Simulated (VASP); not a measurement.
Input of a VASP 6.6.1 run:

INCAR

```
ALGO = Normal
EDIFF = 1E-6
ENCUT = 520
GGA = PE
ISIF = 2
ISMEAR = 0
LASPH = True
LCHARG = False
LREAL = False
LWAVE = False
NBANDS = 33
NELM = 100
PREC = Accurate
SIGMA = 0.05
```

KPOINTS

```
k-points
0
Gamma
  10 10 10
```

Contents of POSCAR:

```
TiO2
1.0
   -1.9281054382      1.9281054382      4.9211751310
    1.9281054382     -1.9281054382      4.9211751310
    1.9281054382      1.9281054382     -4.9211751310
Ti O
2 4
Direct
    0.0000000000      0.0000000000      0.0000000000
    0.7500000000      0.2500000000      0.5000000000
    0.2065067269      0.2065067269      0.0000000000
    0.9565067269      0.4565067269      0.5000000000
    0.5434932731      0.0434932731      0.5000000000
    0.7934932731      0.7934932731      0.0000000000
```

Potentials or basis: VASP PAW PBE potentials, release 64 (Ti_sv, O).

Launch:

```sh
$ cat potpaw_PBE.64/Ti_sv/POTCAR potpaw_PBE.64/O/POTCAR > POTCAR
$ mpirun -np 1 vasp_std > vasp.out
```

Question: What does it give for the band gap on the k mesh?

Answer: 2.00 eV (least direct gap 2.30 eV).

Question: Estimate the pressure.

Answer: -7.7 GPa.

Question: Estimate the largest force.

Answer: 0.206 eV/Å.

Stress tensor (GPa, compression positive):
```
-7.64  0.00  0.00
 0.00 -7.64  0.00
 0.00  0.00 -7.97
```

Caveat: the cell differs from its parent crystal (strain +0.015 along x and y, +0.015 along z); the cell stands under tension. A k mesh can miss the band edges.
